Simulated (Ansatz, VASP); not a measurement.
Sr in VASP and in Ansatz

INCAR

```
PREC = Accurate
ENCUT = 500
EDIFF = 1E-6
ISMEAR = 1
SIGMA = 0.1
LREAL = False
LASPH = True
NELM = 120
ALGO = Normal
ISIF = 2
LWAVE = False
LCHARG = False
GGA = CA
NBANDS = 11
GGA_COMPAT = False
```

File KPOINTS:

```
Automatic mesh
0
Gamma
  9 9 9
```

Contents of POSCAR:

```
Sr
1.0
    0.0000000000      2.9028949114      2.9028949114
    2.9028949114      0.0000000000      2.9028949114
    2.9028949114      2.9028949114      0.0000000000
Sr
1
Direct
    0.0000000000      0.0000000000      0.0000000000
```

Input for Ansatz:

```yaml
crystal:
  lattice:
    - [0.0, 2.9028949114, 2.9028949114]
    - [2.9028949114, 0.0, 2.9028949114]
    - [2.9028949114, 2.9028949114, 0.0]
  atoms:
    - { symbol: Sr, position: [0.0, 0.0, 0.0] }
hamiltonian:
  xc: lda
  pseudopotentials:
    kind: paw
    azcp:
      Sr: "pseudopotentials/Sr.paw.azcp"
basis:
  ecutwfc: 420
  fft_grid_basis: typed
kpoints:
  mp_grid: { grid: [9, 9, 9], shift: [0, 0, 0] }
magnetization:
  spin_polarized: false
scf:
  occupations: { method: cold, width: 0.1 }
  lower_state_search: "off"
output:
  stress: true
```

Alike in both runs: task single point; functional LDA; k mesh 9 × 9 × 9; no spin polarisation.

```csv
,VASP,Ansatz
version,VASP 6.6.1,Ansatz 0.2.0
potentials or method,"VASP PAW LDA potentials, release 64 (Sr_sv), cutoff 500 eV","plane waves (420 eV) with PAW, scalar-relativistic"
occupations,"methfessel-paxton of order 1, width 0.1 eV","cold, width 0.1 eV"
valence electrons in the cell,10,10
```

Ansatz gave:

```
pressure (GPa) : -0.1
```

**Question.** Which values does VASP return?

**Answer.** Pressure (GPa): 0.0.

Ansatz warns that its potentials were made for another functional, while VASP's fit it. LDA's correlation is that of Perdew and Zunger in VASP and of Perdew and Wang (1992) in Ansatz. Ansatz's warnings: smearing energy in gap.
